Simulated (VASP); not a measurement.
# Te (R-3m) in VASP: further runs

Aim: see how the results for Te move with the level of theory and the settings. Levels: PBEsol+D4, PBE. Tasks: density of states, electric field gradients.

Program: VASP 6.6.1. These are calculated values, not measurements. Logs are shortened: lines on timing, memory, paths and dates and some standing lists are left out, and cuts for length are marked.

**1. The cell of the first run**

The structure is trigonal, space group R-3m (No. 166). The conventional cell has a = 4.281 Å, b = 4.281 Å, c = 4.709 Å, α = 90.00°, β = 90.00°, γ = 120.00°. Within 3.9 Å of Te (site symmetry -3m) lie 6 Te at 2.93 Å.

**2. Density of states, PBEsol+D4, non-collinear spin, zero start, spin-orbit coupling (volume scaled by 0.8)**

POSCAR

```
Te
1.0
    2.1406119697      1.2358828969      1.5697423660
   -2.1406119697      1.2358828969      1.5697423660
    0.0000000000     -2.4717657939      1.5697423660
Te
1
Direct
    0.5000000000      0.5000000000      0.5000000000
```

INCAR.step1

```
PREC = Accurate ; ENCUT = 520
EDIFF = 1E-7 ; ISMEAR = 0
SIGMA = 0.01 ; LREAL = F
LASPH = T ; NELM = 150
ALGO = Normal ; ISIF = 2
LWAVE = F ; LCHARG = T
MAGMOM = 0 0 0 ; LSORBIT = T
GGA_COMPAT = F ; LORBMOM = T
GGA = PS ; IVDW = 13
NBANDS = 17
```

KPOINTS.step1

```
Automatic mesh
0
Gamma
  7 7 7
```

INCAR.step2

```
PREC = Accurate ; ENCUT = 520
EDIFF = 1E-7 ; ISMEAR = -5
SIGMA = 0.01 ; LREAL = F
LASPH = T ; NELM = 150
ALGO = Normal ; ISIF = 2
LWAVE = F ; LCHARG = F
MAGMOM = 0 0 0 ; LORBIT = 11
LSORBIT = T ; GGA_COMPAT = F
LORBMOM = T ; GGA = PS
IVDW = 13 ; NEDOS = 2001
ICHARG = 11
```

KPOINTS.step2

```
Automatic mesh
0
Gamma
  11 11 11
```

Potentials or basis: VASP PAW PBE potentials, release 64 (Te).

The run is started by

```bash
$ cat potpaw_PBE.64/Te/POTCAR > POTCAR
$ cp INCAR.step1 INCAR
$ cp KPOINTS.step1 KPOINTS
$ mpirun -np 1 vasp_ncl > vasp.out
$ cp INCAR.step2 INCAR
$ cp KPOINTS.step2 KPOINTS
$ mpirun -np 1 vasp_ncl > vasp.out
```

OUTCAR:

```text
PREC = Accurate
   ENCUT = 520
   EDIFF = 1E-7
   ISMEAR = -5
   LREAL = F
   LASPH = T
   NELM = 150
   ISIF = 2
   LORBIT = 11
   LSORBIT = T
   GGA = PS
   IVDW = 13
   ICHARG = 11

 ion  position               nearest neighbor table
   1  0.500  0.500  0.500-

  LATTYP: Found a trigonal (rhomboedric) cell.
 ALAT       =     2.9280910565
 COS(alpha) =    -0.0688991669

  Lattice vectors:

 A1 = (   2.1406119697,   1.2358828969,   1.5697423660)
 A2 = (  -2.1406119697,   1.2358828969,   1.5697423660)
 A3 = (   0.0000000000,  -2.4717657939,   1.5697423660)

Analysis of symmetry for initial positions (statically):
=====================================================================
 Subroutine PRICEL returns:
 Original cell was already a primitive cell.

 Routine SETGRP: Setting up the symmetry group for a
 trigonal (rhombohedral) supercell.

 Subroutine GETGRP returns: Found 12 space group operations
 (whereof 12 operations were pure point group operations)
 out of a pool of 12 trial point group operations.

The static configuration has the point symmetry D_3d.

Analysis of symmetry for dynamics (positions and initial velocities):
=====================================================================
 Subroutine PRICEL returns:
 Original cell was already a primitive cell.

 Routine SETGRP: Setting up the symmetry group for a
 trigonal (rhombohedral) supercell.

 Subroutine GETGRP returns: Found 12 space group operations
 (whereof 12 operations were pure point group operations)
 out of a pool of 12 trial point group operations.

The dynamic configuration has the point symmetry D_3d.

Analysis of structural, dynamic, and magnetic symmetry:
=====================================================================
 Subroutine PRICEL returns:
 Original cell was already a primitive cell.

 Routine SETGRP: Setting up the symmetry group for a
 trigonal (rhombohedral) supercell.

 Subroutine GETGRP returns: Found 12 space group operations
 (whereof 12 operations were pure point group operations)
 out of a pool of 12 trial point group operations.

The overall configuration has the point symmetry D_3d.

 Subroutine INISYM returns: Found 12 space group operations
 (whereof 12 operations are pure point group operations),
 and found     1 'primitive' translations

----------------------------------------------------------------------------------------

                                     Primitive cell

[... 545 lines left out ...]
      9      17.4155      0.00000
     10      17.4155      0.00000
     11      19.3635      0.00000
     12      19.3635      0.00000
     13      21.0039      0.00000
     14      21.0039      0.00000

 [... further k-points ...]

------------------------ aborting loop because EDIFF is reached ----------------------------------------

  DFT-D4 for vdW energy calculation

  Edisp (eV):   -0.36522

  FORCE on cell =-STRESS in cart. coord.  units (eV):
  Direction    XX          YY          ZZ          XY          YZ          ZX
  --------------------------------------------------------------------------------------
  -------------------------------------------------------------------------------------
  Total       3.32947     3.32947     2.59684     0.00000    -0.00000     0.00000
  in kB     214.08714   214.08714   166.97879     0.00000    -0.00000     0.00000
  external pressure =      198.38 kB  Pullay stress =        0.00 kB

 VOLUME and BASIS-vectors are now :
 -----------------------------------------------------------------------------
  energy-cutoff  :      520.00
  volume of cell :       24.92
      direct lattice vectors                 reciprocal lattice vectors
     2.140611970  1.235882897  1.569742366     0.233578064  0.134856358  0.212349071
    -2.140611970  1.235882897  1.569742366    -0.233578064  0.134856358  0.212349071
     0.000000000 -2.471765794  1.569742366     0.000000000 -0.269712716  0.212349071

 POSITION                                       TOTAL-FORCE (eV/Angst)
 -----------------------------------------------------------------------------------
      0.00000     -0.00000      2.35461         0.000000     -0.000000     -0.000000
 -----------------------------------------------------------------------------------
    total drift:                                0.000000      0.000000     -0.000000

  FREE ENERGIE OF THE ION-ELECTRON SYSTEM (eV)
  ---------------------------------------------------
  free  energy   TOTEN  =        -3.6383547730 eV

  energy  without entropy=       -3.6383547730  energy(sigma->0) =       -3.63835477

 orbital moment (x)

 # of ion     p       d       tot
 ----------------------------------------
  1         0.000  -0.000  -0.000
 ----------------------------------------
            0.000  -0.000  -0.000

 orbital moment (y)

 # of ion     p       d       tot
 ----------------------------------------
  1         0.000   0.000   0.000
 ----------------------------------------
            0.000   0.000   0.000

 orbital moment (z)

 # of ion     p       d       tot
 ----------------------------------------
  1         0.000   0.000   0.000
 ----------------------------------------
            0.000   0.000   0.000

 Spin-Orbit-Coupling matrix elements

 Ion:    1  E_soc:     -0.2302358
 l=   1
     0.0000000    -0.0381555    -0.0380392
    -0.0381555     0.0000000    -0.0381555
    -0.0380392    -0.0381555     0.0000000
 l=   2
     0.0000000    -0.0000624     0.0000000    -0.0000624    -0.0001836
    -0.0000624     0.0000000    -0.0001306    -0.0000732    -0.0000624
     0.0000000    -0.0001306     0.0000000    -0.0001306     0.0000000
    -0.0000624    -0.0000732    -0.0001306     0.0000000    -0.0000624
    -0.0001836    -0.0000624     0.0000000    -0.0000624     0.0000000
 l=   3
     0.0000000     0.0000000     0.0000000     0.0000000     0.0000000     0.0000000     0.0000000
     0.0000000     0.0000000     0.0000000     0.0000000     0.0000000     0.0000000     0.0000000
     0.0000000     0.0000000     0.0000000     0.0000000     0.0000000     0.0000000     0.0000000
     0.0000000     0.0000000     0.0000000     0.0000000     0.0000000     0.0000000     0.0000000
     0.0000000     0.0000000     0.0000000     0.0000000     0.0000000     0.0000000     0.0000000
     0.0000000     0.0000000     0.0000000     0.0000000     0.0000000     0.0000000     0.0000000
     0.0000000     0.0000000     0.0000000     0.0000000     0.0000000     0.0000000     0.0000000

 total charge

# of ion       s       p       d       tot
------------------------------------------
    1        1.450   1.880   0.093   3.423

 magnetization (x)

# of ion       s       p       d       tot
------------------------------------------
    1       -0.000  -0.000   0.000  -0.000

 magnetization (y)

# of ion       s       p       d       tot
------------------------------------------
    1        0.000   0.000   0.000   0.000

 magnetization (z)

# of ion       s       p       d       tot
------------------------------------------
    1        0.000   0.000   0.000   0.000
```

OUTCAR.step1:

```text
PREC = Accurate
   ENCUT = 520
   EDIFF = 1E-7
   ISMEAR = 0
   LREAL = F
   LASPH = T
   NELM = 150
   ISIF = 2
[... 773 lines left out ...]
     0.0000000     0.0000000     0.0000000     0.0000000     0.0000000     0.0000000     0.0000000
     0.0000000     0.0000000     0.0000000     0.0000000     0.0000000     0.0000000     0.0000000
     0.0000000     0.0000000     0.0000000     0.0000000     0.0000000     0.0000000     0.0000000
     0.0000000     0.0000000     0.0000000     0.0000000     0.0000000     0.0000000     0.0000000
     0.0000000     0.0000000     0.0000000     0.0000000     0.0000000     0.0000000     0.0000000

=======================================================================

 ========================================================
```

OSZICAR.step1:

```text
N       E                     dE             d eps       ncg     rms          rms(c)
DAV:   1     0.217537830907E+02    0.21754E+02   -0.22687E+03  1496   0.584E+02
DAV:   2    -0.201086041945E+01   -0.23765E+02   -0.21781E+02  2061   0.106E+02
DAV:   3    -0.324140913213E+01   -0.12305E+01   -0.12194E+01  1881   0.238E+01
DAV:   4    -0.325529399071E+01   -0.13885E-01   -0.13883E-01  1863   0.305E+00
DAV:   5    -0.325553587733E+01   -0.24189E-03   -0.24189E-03  1900   0.424E-01    0.131E+01
DAV:   6    -0.324962786830E+01    0.59080E-02   -0.19085E-03  1758   0.267E-01    0.789E+00
DAV:   7    -0.324702536857E+01    0.26025E-02   -0.29294E-03  1716   0.326E-01    0.224E+00
DAV:   8    -0.324707546076E+01   -0.50092E-04   -0.12740E-04  1971   0.743E-02    0.125E-01
DAV:   9    -0.324706078323E+01    0.14678E-04   -0.41934E-05  1640   0.375E-02    0.778E-02
DAV:  10    -0.324706383485E+01   -0.30516E-05   -0.14663E-06  1994   0.876E-03    0.896E-03
DAV:  11    -0.324706390865E+01   -0.73794E-07   -0.47975E-08  1483   0.169E-03
   1 F= -.36122816E+01 E0= -.36122197E+01  d E =-.123620E-03  mag=     0.0000     0.0000    -0.0000
```

It took 56 s on 1 thread of AMD EPYC 9R14 (Zen 4), shared host; peak memory 0.21 GiB.

Results:

```
Net moment                                            : 0.00 μB per cell
Valence electrons inside the program's atomic spheres : Te 3.42
Dispersion energy per atom                            : -0.365 eV
```

Moments on the atoms (μB; x, y, z):
```
Te  0.00 0.00 0.00
```

Caveat: the cell differs from its parent crystal (volume scaled by 0.8); the PAW data sets were made with another functional, which shifts forces and pressure a little.

**3. Electric field gradients, PBE, non-collinear spin, zero start, spin-orbit coupling**

This run uses another cell than the first one, of 31.15 Å³/atom, 1.250 times its volume.

INCAR

```
ALGO = Normal ; EDIFF = 1E-8
ENCUT = 520 ; GGA = PE
GGA_COMPAT = False ; ISIF = 2
ISMEAR = 1 ; LASPH = True
LCHARG = False ; LEFG = True
LORBIT = 11 ; LORBMOM = True
LREAL = False ; LSORBIT = True
LWAVE = False ; MAGMOM = 0 0 0
NBANDS = 17 ; NELM = 150
PREC = Accurate ; SIGMA = 0.05
```

KPOINTS

```
k-points
0
Gamma
  9 9 9
```

POSCAR

```
Te
1.0
    3.1541904700      0.0000000000      0.0000000000
   -0.2173210954      3.1466949427      0.0000000000
   -0.2173210954     -0.2328476703      3.1380680402
Te
1
Direct
    0.5000000000      0.5000000000      0.5000000000
```

Potentials or basis: VASP PAW PBE potentials, release 64 (Te).

The run is started by

```bash
$ cat potpaw_PBE.64/Te/POTCAR > POTCAR
$ mpirun -np 1 vasp_ncl > vasp.out
```

OUTCAR:

```text
EDIFF = 1E-8
   ENCUT = 520
   GGA = PE
   ISIF = 2
   ISMEAR = 1
   LASPH = True
   LORBIT = 11
   LREAL = False
   LSORBIT = True
   NELM = 150
   PREC = Accurate

 ion  position               nearest neighbor table
   1  0.500  0.500  0.500-

  LATTYP: Found a trigonal (rhomboedric) cell.
 ALAT       =     3.1541904700
 COS(alpha) =    -0.0688991668

  Lattice vectors:

 A1 = (   3.1541904700,   0.0000000000,   0.0000000000)
 A2 = (  -0.2173210954,   3.1466949427,   0.0000000000)
 A3 = (  -0.2173210954,  -0.2328476703,   3.1380680402)

Analysis of symmetry for initial positions (statically):
=====================================================================
 Subroutine PRICEL returns:
 Original cell was already a primitive cell.
[... 752 lines left out ...]
 ----------------------------------------
           -0.000   0.000  -0.000

 Spin-Orbit-Coupling matrix elements

 Ion:    1  E_soc:     -0.2393670
 l=   1
     0.0000000    -0.0397724    -0.0397109
    -0.0397724     0.0000000    -0.0397449
    -0.0397109    -0.0397449     0.0000000
 l=   2
     0.0000000    -0.0000033     0.0000000    -0.0000033    -0.0001490
    -0.0000033     0.0000000    -0.0001112    -0.0000033    -0.0000369
     0.0000000    -0.0001112     0.0000000    -0.0001112     0.0000000
    -0.0000033    -0.0000033    -0.0001112     0.0000000    -0.0000373
    -0.0001490    -0.0000369     0.0000000    -0.0000373     0.0000000
 l=   3
     0.0000000     0.0000000     0.0000000     0.0000000     0.0000000     0.0000000     0.0000000
     0.0000000     0.0000000     0.0000000     0.0000000     0.0000000     0.0000000     0.0000000
     0.0000000     0.0000000     0.0000000     0.0000000     0.0000000     0.0000000     0.0000000
     0.0000000     0.0000000     0.0000000     0.0000000     0.0000000     0.0000000     0.0000000
     0.0000000     0.0000000     0.0000000     0.0000000     0.0000000     0.0000000     0.0000000
     0.0000000     0.0000000     0.0000000     0.0000000     0.0000000     0.0000000     0.0000000
     0.0000000     0.0000000     0.0000000     0.0000000     0.0000000     0.0000000     0.0000000

 total charge

# of ion       s       p       d       tot
------------------------------------------
    1        1.444   1.789   0.048   3.281

 magnetization (x)

# of ion       s       p       d       tot
------------------------------------------
    1        0.000   0.000   0.000   0.000

 magnetization (y)

# of ion       s       p       d       tot
------------------------------------------
    1       -0.000   0.000   0.000  -0.000

 magnetization (z)

# of ion       s       p       d       tot
------------------------------------------
    1        0.000   0.000   0.000   0.000
```

stdout:

```text
POSCAR found type information on POSCAR Te
 POSCAR found :  1 types and       1 ions
 scaLAPACK will be used
 LDA part: xc-table for (Slater+PW92), standard interpolation
 POSCAR, INCAR and KPOINTS ok, starting setup
 FFT: planning ... GRIDC
 FFT: planning ... GRID_SOFT
 FFT: planning ... GRID
 WAVECAR not read
 entering main loop
ion   1
     0.0000585     0.1785164     0.2059888     0.0247672     0.1922532    -0.0123289
     0.0000806     0.1785164     0.2059888     0.0247672     0.1922532    -0.0123289
     0.0001110     0.1785164     0.2059888     0.0247672     0.1922532    -0.0123289
     0.0001528     0.1785164     0.2059888     0.0247672     0.1922532    -0.0123289

     0.0000585    40.2330997    46.4246968     5.5819058    43.3290397    -2.7786301
     0.0000806    40.2281432    46.4189775     5.5812182    43.3237018    -2.7782878
     0.0001110    40.2202791    46.4099032     5.5801271    43.3152326    -2.7777447
     0.0001528    40.2078545    46.3955665     5.5784033    43.3018519    -2.7768866
```

It took 42 s on 1 thread of AMD EPYC 9R45 (Zen 5), shared host; peak memory 0.2 GiB.

Results:

```
Free energy                                           : -3.2059 eV
Pressure                                              : 2.9 GPa
Net moment                                            : 0.00 μB per cell
Valence electrons inside the program's atomic spheres : Te 3.28
```

Moments on the atoms (μB; x, y, z):
```
Te  0.00 0.00 0.00
```

Electric field gradients, principal values (V/Å²):
```tsv
atom	least	middle	greatest (by size)
1 Te	47.584	47.584	-95.167
```

Caveat: without QUAD_EFG the Cq values of the log hold for a quadrupole moment of 1 mb, not for the nuclei.
